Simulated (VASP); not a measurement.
Set up this calculation in VASP 6.6.1, as the native input.

* Task: single point
* Functional: PBE
* Potentials or basis: VASP PAW PBE potentials, release 64 (Mg, Al, Co, C, N)
* Cutoff: 520 eV
* k mesh: 6 × 6 × 6
* Occupations: gaussian, width 0.1 eV
* Spin: no spin polarisation
* Dipole correction: no
* Further INCAR settings: LREAL = Auto; ALGO = Normal; EDIFF = 1e-07; NBANDS = 49

The structure of Mg2AlCoC6N6 lies in POSCAR:

```
Mg2AlCoC6N6
1.0
    0.0000000000      5.0560561021      5.0560561021
    5.0560561021      0.0000000000      5.0560561021
    5.0560561021      5.0560561021      0.0000000000
Mg Al Co C N
2 1 1 6 6
Direct
    0.2500000000      0.2500000000      0.2500000000
    0.7500000000      0.7500000000      0.7500000000
    0.5000000000      0.5000000000      0.5000000000
    0.0000000000      0.0000000000      0.0000000000
    0.8122434738      0.1877565262      0.1877565262
    0.1877565262      0.8122434738      0.1877565262
    0.1877565262      0.1877565262      0.8122434738
    0.1877565262      0.8122434738      0.8122434738
    0.8122434738      0.1877565262      0.8122434738
    0.8122434738      0.8122434738      0.1877565262
    0.6967427654      0.3032572346      0.3032572346
    0.3032572346      0.6967427654      0.3032572346
    0.3032572346      0.3032572346      0.6967427654
    0.3032572346      0.6967427654      0.6967427654
    0.6967427654      0.3032572346      0.6967427654
    0.6967427654      0.6967427654      0.3032572346
```

The input as run:

INCAR

```
PREC = Accurate
ENCUT = 520
EDIFF = 1E-7
ISMEAR = 0
SIGMA = 0.1
LREAL = Auto
LASPH = True
NELM = 60
ALGO = Normal
ISIF = 2
LWAVE = False
LCHARG = False
GGA = PE
NBANDS = 49
```

KPOINTS

```
Automatic mesh
0
Gamma
  6 6 6
```

Potentials or basis: VASP PAW PBE potentials, release 64 (Mg, Al, Co, C, N).

Run with:

```bash
$ cat potpaw_PBE.64/Mg/POTCAR potpaw_PBE.64/Al/POTCAR potpaw_PBE.64/Co/POTCAR potpaw_PBE.64/C/POTCAR potpaw_PBE.64/N/POTCAR > POTCAR
$ mpirun -np 1 vasp_std > vasp.out
```

It gave:

The pressure is 0.5 GPa. The largest force is 0.420 eV/Å and the band gap on the k mesh is 0.05 eV.

Run time: 9.9 min on 1 thread of Intel(R) Xeon(R) Platinum 8488C (Sapphire Rapids) (shared host), peak memory 0.47 GiB.
